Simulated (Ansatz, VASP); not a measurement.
**TiCo: VASP beside Ansatz**

File INCAR:

```
PREC = Accurate ; ENCUT = 520
EDIFF = 1E-6 ; ISMEAR = -1
SIGMA = 0.05 ; LREAL = False
LASPH = True ; NELM = 150
ALGO = Fast ; ISIF = 2
LWAVE = False ; LCHARG = True
ISPIN = 2 ; MAGMOM = 2 1
LORBIT = 11 ; LMAXMIX = 4
GGA = PE ; LELF = True
LVHAR = True ; NBANDS = 22
```

KPOINTS

```
regular mesh
0
Gamma
  9 9 9
```

The input POSCAR:

```
TiCo
1.0
    3.0058871358      0.0000000000      0.0000000000
    0.0000000000      3.0058871358      0.0000000000
    0.0000000000      0.0000000000      3.0058871358
Co Ti
1 1
Direct
    0.5000000000      0.5000000000      0.5000000000
    0.0000000000      0.0000000000      0.0000000000
```

Contents of input.yaml:

```yaml
crystal:
  lattice:
    - [3.0058871358, 0.0, 0.0]
    - [0.0, 3.0058871358, 0.0]
    - [0.0, 0.0, 3.0058871358]
  atoms:
    - { symbol: Co, position: [0.5, 0.5, 0.5], spin: 2.0 }
    - { symbol: Ti, position: [0.0, 0.0, 0.0], spin: 1.0 }
hamiltonian:
  xc: pbe
  pseudopotentials: { kind: paw }
magnetization:
  spin_polarized: true
kpoints:
  mp_grid: { grid: [9, 9, 9] }
scf:
  occupations: { method: fermi_dirac, width: 0.05 }
output:
  forces: true
  stress: true
  eigenvalues: true
```

Alike in both runs: task single point; functional PBE; k mesh 9 × 9 × 9; occupations fermi-dirac, width 0.05 eV; collinear spin.

```csv
,VASP,Ansatz
version,VASP 6.6.1,Ansatz 0.2.0
potentials or method,"VASP PAW PBE potentials, release 64 (Co, Ti_sv)",Ansatz PAW
plane-wave cutoff (eV),520,420
valence electrons in the cell,21,29
```

VASP gave:

```
gap on the k mesh at the Fermi level (eV)                     : none
pressure (GPa)                                                : -4.1
net moment per atom (μB)                                      : 0.41
size of the moment on the site where the two differ most (μB) : 0.92
```

What did Ansatz give for the same quantities?

gap on the k mesh at the Fermi level (eV): none; pressure (GPa): -3.6; net moment per atom (μB): 0.42; size of the moment on the site where the two differ most (μB): 0.96.

Site moments also hang on the region over which each program counts them. A gap of «none» marks a metal or a gap that the smearing closes. VASP's potentials hold 21 valence electrons a cell and Ansatz's 29, so a difference there can come from the potentials and not from the codes.
